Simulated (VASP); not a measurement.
Set up this calculation in VASP 6.6.1, as the native input.

```yaml
Task: single point
Functional: PBE
Potentials_or_basis: VASP PAW PBE potentials, release 64 (V_sv)
Cutoff: 520 eV
k_mesh: 10 × 10 × 10
Occupations: gaussian, width 0.05 eV
Spin: collinear spin, ferromagnetic start
Starting_moments: "[1.0] μB"
Dipole_correction: no
Further_INCAR_settings: ALGO = Fast; EDIFF = 1e-06; NBANDS = 16
```

The structure of V lies in POSCAR:

```
V
1.0
   -1.5100000000      1.5100000000      1.5100000000
    1.5100000000     -1.5100000000      1.5100000000
    1.5100000000      1.5100000000     -1.5100000000
V
1
Direct
    0.0000000000      0.0000000000      0.0000000000
```

These files were run (other wordings do the same):

INCAR

```
PREC = Accurate
ENCUT = 520
EDIFF = 1E-6
ISMEAR = 0
SIGMA = 0.05
LREAL = F
LASPH = T
NELM = 150
ALGO = Fast
ISIF = 2
LWAVE = F
LCHARG = F
ISPIN = 2
MAGMOM = 1
LORBIT = 11
LMAXMIX = 4
GGA = PE
NBANDS = 16
```

KPOINTS

```
Automatic mesh
0
Gamma
  10 10 10
```

Potentials or basis: VASP PAW PBE potentials, release 64 (V_sv).

Command:

```sh
$ cat potpaw_PBE.64/V_sv/POTCAR > POTCAR
$ mpirun -np 1 vasp_std > vasp.out
```

It gave:

The pressure is -2.9 GPa and the net moment is 0.00 μB per cell. The valence electrons inside the program's atomic spheres are V 11.60.

Wall time 39 s on 1 thread of AMD EPYC 7R13, on a shared host, peak memory 0.11 GiB.
